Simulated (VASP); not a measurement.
# Al30Cu (a cell with a defect) in VASP: single point with PBE

Aim: the single point of Al30Cu (a cell with a defect) with PBE.

Everything below comes from runs of VASP 6.6.1. Logs are shortened: lines on timing, memory, paths and dates and some standing lists are left out, and cuts for length are marked.

### Step 1. The cell of the first run

The cell holds a defect, 31 atoms: a = 8.100 Å, b = 8.100 Å, c = 8.100 Å, α = 90.00°, β = 90.00°, γ = 90.00°.

### Step 2. Single point, PBE

The input, INCAR:

```
ALGO = Normal
EDIFF = 1E-7
ENCUT = 520
GGA = PE
ISIF = 2
ISMEAR = 0
LASPH = T
LCHARG = F
LREAL = Auto
LWAVE = F
NBANDS = 72
NELM = 80
PREC = Accurate
SIGMA = 0.1
```

The input, KPOINTS:

```
k-points
0
Gamma
  3 3 3
```

The input, POSCAR:

```
Al30Cu
1.0
    8.1000000000      0.0000000000      0.0000000000
    0.0000000000      8.1000000000      0.0000000000
    0.0000000000      0.0000000000      8.1000000000
Al Cu
30 1
Direct
    0.4946951852      0.0071433333     -0.0001885185
    0.7484833333      0.2543993827     -0.0001941975
    0.7496356790     -0.0004024691      0.2507872840
   -0.0001025926      0.0010220988     -0.0001339506
    0.7470177778      0.7470338272     -0.0001776543
    0.2468071605      0.0044232099      0.2486409877
    0.4995004938      0.2548076543      0.2454753086
    0.7479481481      0.5009362963      0.2478867901
    0.4980465432      0.0006330864      0.4998488889
    0.7533122222      0.2487134568      0.4997812346
    0.7497013580     -0.0002781481      0.7489449383
    0.0066037037      0.4943608642     -0.0002093827
    0.2519982716      0.7501320988     -0.0002111111
    0.0034771605      0.2476233333      0.2484017284
    0.2558891358      0.4976724691      0.2417235802
    0.4994823457      0.7488529630      0.2468758025
   -0.0021441975     -0.0017940741      0.4998738272
    0.2475579012      0.2489137037      0.4997070370
    0.4999675309      0.5015770370      0.4997422222
    0.7486938272      0.7503609877      0.4998618519
    0.2469097531      0.0046045679      0.7510227160
    0.4996466667      0.2549801235      0.7540198765
    0.7480438272      0.5010207407      0.7517224691
   -0.0007754321      0.7498475309      0.2512812346
    0.0008432099      0.4992540741      0.4997907407
    0.2481572840      0.7520988889      0.4997601235
    0.0036134568      0.2477138272      0.7512559259
    0.2559285185      0.4978850617      0.7576322222
    0.4995471605      0.7489240741      0.7527661728
   -0.0006803704      0.7499733333      0.7484085185
    0.2818488889      0.2727335802     -0.0006775309
```

Potentials or basis: VASP PAW PBE potentials, release 64 (Al, Cu).

Run with:

```bash
cat potpaw_PBE.64/Al/POTCAR potpaw_PBE.64/Cu/POTCAR > POTCAR
mpirun -np 1 vasp_std > vasp.out
```

OUTCAR:

```text
EDIFF = 1E-7
   ENCUT = 520
   GGA = PE
   ISIF = 2
   ISMEAR = 0
   LASPH = T
   LREAL = Auto
   NELM = 80
   PREC = Accurate

 ion  position               nearest neighbor table
   1  0.495  0.007  1.000-  31 2.76   7 2.83  22 2.83  21 2.84   6 2.85  13 2.86   2 2.87  29 2.89
                            16 2.90  11 2.90   3 2.90   5 2.94
   2  0.748  0.254  1.000-   8 2.83  22 2.83   7 2.83  23 2.83  12 2.85   1 2.87  14 2.89  27 2.89
                             4 2.89  11 2.90   3 2.90
   3  0.750  1.000  0.251-  17 2.85  10 2.85  20 2.85  24 2.86   9 2.87  16 2.87   4 2.87  14 2.87
                             5 2.88   7 2.89   2 2.90   1 2.90
   4  1.000  0.001  1.000-  14 2.84  27 2.84   6 2.84  21 2.84  11 2.87   3 2.87  30 2.88  24 2.88
                            13 2.88   2 2.89   5 2.90
   5  0.747  0.747  1.000-  23 2.83   8 2.83  29 2.83  16 2.83   3 2.88  11 2.88  24 2.88  30 2.89
                             4 2.90  12 2.93   1 2.94
   6  0.247  0.004  0.249-  14 2.79  18 2.84   4 2.84   1 2.85  17 2.87  24 2.88   9 2.88   7 2.88
                            13 2.88  26 2.88  16 2.91  31 2.98
   7  0.500  0.255  0.245-  31 2.67  15 2.79   1 2.83   8 2.83   2 2.83  19 2.87   6 2.88   3 2.89
                            18 2.90  10 2.91   9 2.91
   8  0.748  0.501  0.248-   5 2.83   7 2.83   2 2.83  16 2.84  19 2.86  24 2.87  20 2.87  10 2.89
                            25 2.89  12 2.90  14 2.91
   9  0.498  0.001  0.500-  26 2.85  18 2.86   3 2.87  11 2.87  20 2.87  21 2.88   6 2.88  10 2.88
[... 31 lines left out ...]
  25  0.001  0.499  0.500-  18 2.85  10 2.85  24 2.86  30 2.86  26 2.86  27 2.88  14 2.88  20 2.88
                            23 2.89   8 2.89  28 2.94  15 2.94
  26  0.248  0.752  0.500-  17 2.84  24 2.85  30 2.85   9 2.85  25 2.86  19 2.88   6 2.88  21 2.89
                            16 2.89  29 2.89  28 2.93  15 2.94
  27  0.004  0.248  0.751-  21 2.79  12 2.84   4 2.84  18 2.84  17 2.87  10 2.87  11 2.87  28 2.88
                            25 2.88   2 2.89  23 2.91  31 3.03
  28  0.256  0.498  0.758-  31 2.68  22 2.79  12 2.82  13 2.83  29 2.83  19 2.88  27 2.88  18 2.90
                            30 2.91  26 2.93  25 2.94
  29  0.500  0.749  0.753-   5 2.83  13 2.83  28 2.83  23 2.84  19 2.87  11 2.87  20 2.88  26 2.89
                             9 2.89   1 2.89  21 2.91
  30  0.999  0.750  0.748-  17 2.85  26 2.85  20 2.86  25 2.86  11 2.86  23 2.87  21 2.88   4 2.88
                             5 2.89  13 2.89  12 2.90  28 2.91
  31  0.282  0.273  0.999-  22 2.66   7 2.67  28 2.68  15 2.69   1 2.76  12 2.86  21 2.97   6 2.98
                            27 3.03  14 3.03

  LATTYP: Found a simple cubic cell.
 ALAT       =     8.1000000000

  Lattice vectors:

 A1 = (   8.1000000000,   0.0000000000,   0.0000000000)
 A2 = (   0.0000000000,   8.1000000000,   0.0000000000)
 A3 = (   0.0000000000,   0.0000000000,   8.1000000000)

Analysis of symmetry for initial positions (statically):
=====================================================================
 Subroutine PRICEL returns:
 Original cell was already a primitive cell.

[... 184 lines left out ...]
   EFERMI_NEDOS =   21; number of points for ismear=-14 and -15
   IALGO  =     38    algorithm
   IMIX   =      4    mixing-type and parameters
     AMIX     =   0.40;   BMIX     =  1.00
     AMIX_MAG =   1.60;   BMIX_MAG =  1.00
  volume/ion in A,a.u.               =      17.14       115.69
  Fermi-wavevector in a.u.,A,eV,Ry     =   0.941233  1.778672 12.053656  0.885919
  Thomas-Fermi vector in A             =   2.068723
   LORBIT       =      0    0 simple, 1 ext, 2 COOP (PROOUT), +10 PAW based schemes
   GGA     = PE    functional components
   LHFCALC =     F    Hartree Fock is set to
   AEXX    =    0.0000 exact exchange contribution
   IVDW    =     0    specifies the selected vdW correction
   LEPSILON=     F    determine dielectric tensor
   LRPA    =     F    only Hartree local field effects (RPA)
 non-spin polarized calculation
 Gauss-broadening in eV      SIGMA  =   0.10
  energy-cutoff  :      520.00
  volume of cell :      531.44
 maximum number of plane-waves:     14358
   NGX = 31   NGY = 31   NGZ = 31

 number of electron     100.9999996 magnetization

 Free energy of the ion-electron system (eV)
  ---------------------------------------------------
  ext. energy  EPLUGINS =         0.00000000
  ---------------------------------------------------
  free energy    TOTEN  =      -115.72959369 eV

  energy without entropy =     -115.68099261  energy(sigma->0) =     -115.70529315

 E-fermi :   7.3042     XC(G=0): -10.0546

 val. band max:        7.2685132229   @ k =   0.3333   0.3333   0.0000
 cond. band min:       7.3262701819   @ k =   0.3333   0.0000   0.0000
 fundamental gap:      0.0577569590
 Fermi energy:         7.3042210971

 k-point     1 :       0.0000    0.0000    0.0000
  band No.  band energies     occupation
      1      -3.3867      2.00000
      2      -1.2491      2.00000
      3      -1.2450      2.00000
      4      -1.2151      2.00000
      5      -1.2083      2.00000
      6      -1.0805      2.00000
[... 899 lines left out ...]
     61       9.2205      0.00000
     62       9.2520      0.00000
 [bands above 62 left out]

------------------------ aborting loop because EDIFF is reached ----------------------------------------

  FORCE on cell =-STRESS in cart. coord.  units (eV):
  Direction    XX          YY          ZZ          XY          YZ          ZX
  --------------------------------------------------------------------------------------
  -------------------------------------------------------------------------------------
  Total       -7.5863341     -7.5657828     -6.2429901     -0.0325706     -0.0086357     -0.0084011
  in kB      -22.8711229    -22.8091656    -18.8212374     -0.0981931     -0.0260346     -0.0253275
  external PRESSURE =     -21.5005087 kB  Pullay stress =       0.0000000 kB

 VOLUME and BASIS-vectors are now :
 -----------------------------------------------------------------------------
  energy-cutoff  :      520.00
  volume of cell :      531.44
      direct lattice vectors                 reciprocal lattice vectors
     8.100000000  0.000000000  0.000000000     0.123456790  0.000000000  0.000000000
     0.000000000  8.100000000  0.000000000     0.000000000  0.123456790  0.000000000
     0.000000000  0.000000000  8.100000000     0.000000000  0.000000000  0.123456790

 POSITION                                       TOTAL-FORCE (eV/Angst)
 -----------------------------------------------------------------------------------
      4.00703      0.05786      8.09847         0.029926     -0.022802     -0.000373
      6.06271      2.06063      8.09843         0.028126     -0.009543      0.001455
      6.07205      8.09674      2.03138         0.010142      0.004251      0.013597
      8.09917      0.00828      8.09892         0.007782      0.010049     -0.002081
      6.05084      6.05097      8.09856         0.007206      0.005140      0.000293
      1.99914      0.03583      2.01399         0.013600      0.006838      0.000780
[... 23 lines left out ...]
      8.09449      6.07478      6.06211         0.004437      0.011233     -0.008670
      2.28298      2.20914      8.09451        -0.256081     -0.187059      0.004844
 -----------------------------------------------------------------------------------
    total drift:                               -0.036322      0.006314     -0.003295

  FREE ENERGIE OF THE ION-ELECTRON SYSTEM (eV)
  ---------------------------------------------------
  free  energy   TOTEN  =      -115.7295936852 eV

  energy  without entropy=     -115.6809926091  energy(sigma->0) =     -115.70529315
```

OSZICAR:

```text
N       E                     dE             d eps       ncg     rms          rms(c)
DAV:   1     0.286313306375E+03    0.28631E+03   -0.34007E+04  2016   0.115E+03
DAV:   2    -0.839374869254E+02   -0.37025E+03   -0.34382E+03  2080   0.199E+02
DAV:   3    -0.118408507314E+03   -0.34471E+02   -0.31345E+02  2656   0.578E+01
DAV:   4    -0.120327792540E+03   -0.19193E+01   -0.18762E+01  2784   0.132E+01
[... 17 lines left out ...]
DAV:  22    -0.115729598426E+03   -0.13274E-05   -0.69835E-06  2992   0.842E-03    0.172E-02
DAV:  23    -0.115729596206E+03    0.22206E-05   -0.10832E-06  2456   0.225E-02    0.124E-02
DAV:  24    -0.115729594052E+03    0.21535E-05   -0.38022E-06  2952   0.340E-02    0.535E-03
DAV:  25    -0.115729593757E+03    0.29557E-06   -0.12056E-06  2032   0.128E-02    0.212E-03
DAV:  26    -0.115729593685E+03    0.71382E-07   -0.14977E-07  1536   0.693E-03
   1 F= -.11572959E+03 E0= -.11570529E+03  d E =-.486011E-01
```

It took 6.9 min on 1 thread of Intel Xeon 6975P-C (Granite Rapids), shared host; peak memory 0.67 GiB.

Results:

* Free energy: -115.7296 eV
* Pressure: -2.2 GPa
* Largest force: 0.317 eV/Å

Forces in eV/Å, atoms in the order of the input:
```
Al   0.030 -0.023  0.000
Al   0.028 -0.010  0.001
Al   0.010  0.004  0.014
Al   0.008  0.010 -0.002
Al   0.007  0.005  0.000
Al   0.014  0.007  0.001
Al  -0.002  0.016 -0.048
Al   0.003  0.001 -0.011
Al   0.006  0.024 -0.001
Al  -0.001  0.002  0.000
Al   0.010  0.004 -0.014
Al  -0.009  0.022  0.001
Al   0.009  0.009  0.001
Al   0.018  0.009  0.000
Al   0.011  0.009 -0.020
Al   0.004  0.001 -0.005
Al   0.012  0.009 -0.001
Al   0.017  0.010  0.002
Al   0.002 -0.001  0.001
Al   0.006  0.008 -0.001
Al   0.013  0.006  0.000
Al  -0.002  0.014  0.048
Al   0.002  0.001  0.009
Al   0.005  0.012  0.008
Al   0.020  0.001 -0.002
Al   0.003  0.009  0.000
Al   0.017  0.008 -0.002
Al   0.010  0.008  0.020
Al   0.003  0.000  0.005
Al   0.004  0.011 -0.009
Cu  -0.256 -0.187  0.005
```
